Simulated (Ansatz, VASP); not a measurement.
**Two plane-wave programs on Zr**

The input INCAR:

```
PREC = Accurate ; ENCUT = 520
EDIFF = 1E-6 ; ISMEAR = 0
SIGMA = 0.1 ; LREAL = F
LASPH = T ; NELM = 60
ALGO = Fast ; ISIF = 2
LWAVE = F ; LCHARG = F
NBANDS = 58
```

Contents of KPOINTS:

```
Automatic mesh
0
Gamma
  6 6 7
```

POSCAR

```
Zr
1.0
    6.6160010973      0.0000000000      0.0000000000
   -3.3080005487      5.7296250217      0.0000000000
    0.0000000000      0.0000000000      4.8610097032
Zr
8
Direct
    0.3333333333      0.1666666667      0.2500000000
    0.3333333333      0.6666666667      0.2500000000
    0.8333333333      0.1666666667      0.2500000000
    0.8333333333      0.6666666667      0.2500000000
    0.1666666667      0.3333333333      0.7500000000
    0.1666666667      0.8333333333      0.7500000000
    0.6666666667      0.3333333333      0.7500000000
    0.6666666667      0.8333333333      0.7500000000
```

Input for Ansatz:

```yaml
crystal:
  lattice:
    - [6.6160010973, 0.0, 0.0]
    - [-3.3080005487, 5.7296250217, 0.0]
    - [0.0, 0.0, 4.8610097032]
  atoms:
    - { symbol: Zr, position: [0.3333333333, 0.1666666667, 0.25] }
    - { symbol: Zr, position: [0.3333333333, 0.6666666667, 0.25] }
    - { symbol: Zr, position: [0.8333333333, 0.1666666667, 0.25] }
    - { symbol: Zr, position: [0.8333333333, 0.6666666667, 0.25] }
    - { symbol: Zr, position: [0.1666666667, 0.3333333333, 0.75] }
    - { symbol: Zr, position: [0.1666666667, 0.8333333333, 0.75] }
    - { symbol: Zr, position: [0.6666666667, 0.3333333333, 0.75] }
    - { symbol: Zr, position: [0.6666666667, 0.8333333333, 0.75] }
basis:
  ecutwfc: 420
kpoints:
  mp_grid: { grid: [6, 6, 7] }
hamiltonian:
  xc: lda
scf:
  occupations: { method: gaussian, width: 0.1 }
output:
  forces: true
  stress: true
  eigenvalues: true
```

Change from the starting cell: band edges of the strained film's bulk.

Alike in both runs: task single point; functional LDA; k mesh 6 × 6 × 7; occupations gaussian, width 0.1 eV; no spin polarisation.

|  | VASP | Ansatz |
| --- | --- | --- |
| version | VASP 6.6.1 | Ansatz 0.2.0 |
| potentials or method | VASP PAW LDA potentials, release 64 (Zr_sv), cutoff 520 eV | scalar-relativistic, plane waves, PAW |
| valence electrons in the cell | 96 | 96 |

```tsv
	VASP	Ansatz	Ansatz less VASP
gap on the k mesh at the Fermi level (eV)	none	none	-
pressure (GPa)	-4.5	-4.6	-0.09
traceless stress, the component that is largest in VASP (GPa)	4.63	4.63	-0.006
```

LDA's correlation is that of Perdew and Zunger in VASP and of Perdew and Wang (1992) in Ansatz. A gap of «none» marks a metal or a gap that the smearing closes.
